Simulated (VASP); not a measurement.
Wanted: the native input for a VASP 6.6.1 run.

```
Task                   : single point
Functional             : LDA
Potentials or basis    : VASP PAW LDA potentials, release 64 (I, Cu)
Cutoff                 : 520 eV
k mesh                 : 7 × 7 × 4
Occupations            : fermi-dirac, width 0.05 eV
Spin                   : no spin polarisation
Dipole correction      : no
Further INCAR settings : ALGO = Normal; EDIFF = 1e-07; NBANDS = 26
```

The structure of CuI lies in POSCAR:

```
CuI
1.0
    4.0901961900      0.0000000000      0.0000000000
    0.0000000000      4.0901961900      0.0000000000
    0.0000000000      0.0000000000      6.5514580400
I Cu
2 2
Direct
    0.0000000000      0.5000000000      0.7430343600
    0.5000000000      0.0000000000      0.2569656400
    0.0000000000      0.0000000000      0.0000000000
    0.5000000000      0.5000000000      0.0000000000
```

These files were run (other wordings do the same):

INCAR

```
SYSTEM = CuI
ALGO = Normal
EDIFF = 1E-7
ENCUT = 520
GGA = CA
ISIF = 2
ISMEAR = -1
LASPH = .True.
LCHARG = .False.
LREAL = .False.
LWAVE = .False.
NBANDS = 26
NELM = 100
PREC = Accurate
SIGMA = 0.05
```

KPOINTS

```
k-points
0
Gamma
  7 7 4
  0 0 0
```

Potentials or basis: VASP PAW LDA potentials, release 64 (I, Cu).

The run is started by

```console
$ cat potpaw_LDA.64/I/POTCAR potpaw_LDA.64/Cu/POTCAR > POTCAR
$ mpirun -np 1 vasp_std > vasp.out
```

It gave:

| Item | Value |
| --- | --- |
| Pressure | -3.5 GPa |
| Largest force | 0.473 eV/Å |
| Band gap on the k mesh | 1.45 eV, direct |

Caveat: spin-orbit coupling is left out, which moves the levels of the heavy elements.

Run time: 2.8 min on 1 thread of AMD EPYC 7R13, on a shared host, peak memory 0.19 GiB.
